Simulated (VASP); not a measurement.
A run of VASP 6.6.1:

File INCAR:

```
SYSTEM = Sb
PREC     = Accurate       ! precision mode
ENCUT    = 520            ! plane-wave cutoff, eV
EDIFF    = 1E-6           ! SCF threshold, eV
ISMEAR   = 0              ! smearing method
SIGMA    = 0.1            ! smearing width, eV
LREAL    = .FALSE.        ! projectors in reciprocal space
LASPH    = .TRUE.         ! aspherical terms in the spheres
NELM     = 60             ! most SCF steps
ALGO     = Normal         ! electronic algorithm
ISIF     = 2              ! what is computed and relaxed
LWAVE    = .FALSE.        ! write WAVECAR
LCHARG   = .FALSE.        ! write CHGCAR
GGA      = PE             ! functional
NBANDS   = 12             ! bands
```

KPOINTS

```
Automatic mesh
0
G
  3 1 1
  0 0 0
```

File POSCAR:

```
Sb
1.0
    3.1224020000      0.0000000000      0.0000000000
    0.0000000000      4.3475180000      0.0000000000
   -0.0389150000      0.0000000000      4.4058520000
Sb
2
Direct
    0.9886110000      0.7500000000      0.7588340000
    0.0113890000      0.2500000000      0.2411660000
```

Potentials or basis: VASP PAW PBE potentials, release 64 (Sb).

The run is started by

```bash
$ cat potpaw_PBE.64/Sb/POTCAR > POTCAR
$ mpirun -np 1 vasp_std > vasp.out
```

Hardware: 1 thread of Intel(R) Xeon(R) Platinum 8259CL CPU @ 2.50GHz (Skylake/Cascade Lake), with other jobs on the host.

Question: Estimate the wall time of this run.

Answer: Run time: 4.5 s on 1 thread of Intel(R) Xeon(R) Platinum 8259CL CPU @ 2.50GHz (Skylake/Cascade Lake) (shared host), peak memory 0.15 GiB. Counts: scf iterations 12, k points 2.
